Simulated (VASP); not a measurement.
# Li2Se: single point with PBE0

Crystal: Li2Se.

```
Li Se
1.0
     0.00000    2.99278    2.99278
     2.99278    0.00000    2.99278
     2.99278    2.99278    0.00000
Li Se
2 1
Direct
  0.25000 0.25000 0.25000
  0.75000 0.75000 0.75000
  0.00000 0.00000 0.00000
```

```yaml
Program: VASP 6.6.1
Task: single point
Functional: PBE0
Potentials_or_basis: VASP PAW PBE potentials, release 64 (Li_sv, Se)
Cutoff: 650 eV
k_mesh: 8 × 8 × 8
Occupations: fermi-dirac, width 0.02 eV
Spin: no spin polarisation
Dipole_correction: no
Grid_for_exact_exchange_PRECFOCK: Normal
Further_INCAR_settings: ALGO = Normal; EDIFF = 1e-06; NBANDS = 13
Share_of_exact_exchange: 0.25
```

```yaml
Pressure: -0.5 GPa
Band_gap_on_the_k_mesh: 4.50 eV (least direct gap 5.05 eV)
```

Levels at points of the mesh, in eV from the valence-band top:
| k point | band 3 | band 4 | band 5 | band 6 | band 7 | band 8 | band 9 | band 10 |
| --- | --- | --- | --- | --- | --- | --- | --- | --- |
| (0.00, 0.00, 0.00) | -12.56 | 0.00 | 0.00 | 0.00 | 5.05 | 7.39 | 7.39 | 7.39 |
| (0.50, 0.00, 0.00) | -12.12 | -3.26 | -0.58 | -0.58 | 6.90 | 7.71 | 7.71 | 9.78 |
| (0.50, 0.50, 0.00) | -11.99 | -2.58 | -1.59 | -1.59 | 4.50 | 7.95 | 12.43 | 12.43 |

It took 23 min on 4 MPI ranks on Intel(R) Xeon(R) 6975P-C (Granite Rapids), with other jobs on the host, peak memory 0.29 GiB a rank.

Caveat: the PAW data sets were made with another functional, which shifts forces and pressure a little. A k mesh can miss the band edges.
